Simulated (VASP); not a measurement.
Here is a VASP 6.6.1 calculation.

Contents of INCAR:

```
  PREC = Accurate
  ENCUT = 500
  EDIFF = 1E-6
  ISMEAR = 0
  SIGMA = 0.1
  LREAL = False
  LASPH = True
  NELM = 120
  ALGO = Normal
  ISIF = 2
  LWAVE = False
  LCHARG = False
  GGA = PE
  NBANDS = 18
  GGA_COMPAT = False
```

KPOINTS

```
regular mesh
0
Gamma
  6 6 6
```

The input POSCAR:

```
KAlH5
1.0
   -1.8629592361      3.4479968613      4.2670762187
    1.8629592361     -3.4479968613      4.2670762187
    1.8629592361      3.4479968613     -4.2670762187
K Al H
1 1 5
Direct
    0.0000000000      0.0000000000      0.0000000000
    0.5000000000      0.5000000000      0.0000000000
    0.7457410326      0.5000000000      0.2457410326
    0.2542589674      0.5000000000      0.7542589674
    0.3030158009      0.3030158009      0.0000000000
    0.6969841991      0.6969841991      0.0000000000
    0.5000000000      0.0000000000      0.5000000000
```

Potentials or basis: VASP PAW PBE potentials, release 64 (K_sv, Al, H).

Launch:

```sh
$ cat potpaw_PBE.64/K_sv/POTCAR potpaw_PBE.64/Al/POTCAR potpaw_PBE.64/H/POTCAR > POTCAR
$ mpirun -np 1 vasp_std > vasp.out
```

Predict the pressure.

-0.1 GPa.

Predict the band gap on the k mesh.

zero (an odd number of electrons rules out a gap without spin polarisation).

Stress tensor (GPa, compression positive):
```
-0.21  0.00  0.00
 0.00 -0.03  0.00
 0.00  0.00 -0.01
```

Caveat: an odd number of electrons without spin polarisation forces a metal; a magnetic or distorted state may lie lower.
